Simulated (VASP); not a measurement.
Write the native input for VASP 6.6.1 that does the following.

| Property | Result |
| --- | --- |
| Task | single point |
| Functional | PBE |
| Potentials or basis | VASP PAW PBE potentials, release 64 (Sn_d, Te, Se) |
| Cutoff | 520 eV |
| k mesh | 6 × 6 × 2 |
| Occupations | gaussian, width 0.1 eV |
| Spin | no spin polarisation |
| Dipole correction | no |
| Further INCAR settings | ALGO = Normal; EDIFF = 1e-07; NBANDS = 35 |

The structure of Sn2Te3Se lies in POSCAR:

```
Sn2Te3Se
1.0
    5.6220403785     -0.0000000031      0.0000000000
   -2.8110201866      4.8688297905      0.0000000000
    0.0000000000      0.0000000000      6.4978153106
Sn Te Se
2 3 1
Direct
    0.3333333333      0.6666666667      0.5000000000
    0.6666666667      0.3333333333      0.5000000000
    0.3333333333      0.6666666667      0.0000000000
    0.6666666667      0.3333333333      0.0000000000
    0.0000000000      0.0000000000      0.5000000000
    0.0000000000      0.0000000000      0.0000000000
```

The cell was generated, and may not be a known phase.

One way to write it, as run:

INCAR

```
SYSTEM = Sn2Te3Se
ALGO = Normal
EDIFF = 1E-7
ENCUT = 520
GGA = PE
ISIF = 2
ISMEAR = 0
LASPH = .True.
LCHARG = .False.
LREAL = .False.
LWAVE = .False.
NBANDS = 35
NELM = 100
PREC = Accurate
SIGMA = 0.1
```

KPOINTS

```
k-points
0
Gamma
  6 6 2
  0 0 0
```

Potentials or basis: VASP PAW PBE potentials, release 64 (Sn_d, Te, Se).

The run is started by

```console
$ cat potpaw_PBE.64/Sn_d/POTCAR potpaw_PBE.64/Te/POTCAR potpaw_PBE.64/Se/POTCAR > POTCAR
$ mpirun -np 1 vasp_std > vasp.out
```

It gave:

```yaml
Pressure: -0.2 GPa
Band_gap_on_the_k_mesh: zero (bands 26 and 27 overlap by 2.28 eV)
```

Caveat: the k points lie up to 0.48 Å⁻¹ apart, too coarse for converged energies and pressures of a metal; spin-orbit coupling is left out, which moves the levels of the heavy elements.

Wall time 53 s on 1 thread of AMD EPYC 9R45 96-Core Processor (Zen 5), with other jobs on the host, peak memory 0.28 GiB.
